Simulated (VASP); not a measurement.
Sb: single point with r2SCAN+D3(BJ)

The system is Sb.

```
Sb
1.0
     2.15210    1.24251    3.74586
    -2.15210    1.24251    3.74586
     0.00000   -2.48503    3.74586
Sb
2
Direct
  0.23299 0.23299 0.23299
  0.76701 0.76701 0.76701
```

```
Program             : VASP 6.6.1
Task                : single point
Functional          : r2SCAN
Dispersion          : D3(BJ)
Potentials or basis : VASP PAW PBE potentials, release 64 (Sb_d_GW)
Cutoff              : 550 eV
k mesh              : 6 × 6 × 6
Occupations         : gaussian, width 0.1 eV
Spin                : no spin polarisation
```

| Property | Result |
| --- | --- |
| Pressure | 0.9 GPa |
| Largest force | 0.018 eV/Å |
| Band gap on the k mesh | zero (bands 15 and 16 overlap by 0.20 eV) |
| Dispersion energy per atom | -0.222 eV |

Forces in eV/Å, atoms in the order of the input:
```
Sb   0.000  0.000  0.018
Sb   0.000  0.000 -0.018
```

Levels at points of the mesh, in eV from the Fermi level:
```tsv
k point	band 13	band 14	band 15	band 16	band 17	band 18
(0.00, 0.00, 0.00)	-2.37	-2.15	-2.15	2.02	2.69	2.69
(0.50, 0.00, 0.00)	-2.30	-2.14	-0.48	-0.16	0.26	0.40
(0.50, 0.50, 0.00)	-5.84	-4.14	-4.09	1.58	5.11	5.79
(0.50, 0.50, 0.50)	-1.63	-1.63	-0.44	-0.03	-0.03	1.16
```

It took 3.2 min on 1 thread of Intel(R) Xeon(R) Platinum 8559C (Emerald Rapids), on a shared host, peak memory 0.25 GiB.

Caveat: the PAW data sets were made with another functional, which shifts forces and pressure a little; spin-orbit coupling is left out, which moves the levels of the heavy elements.
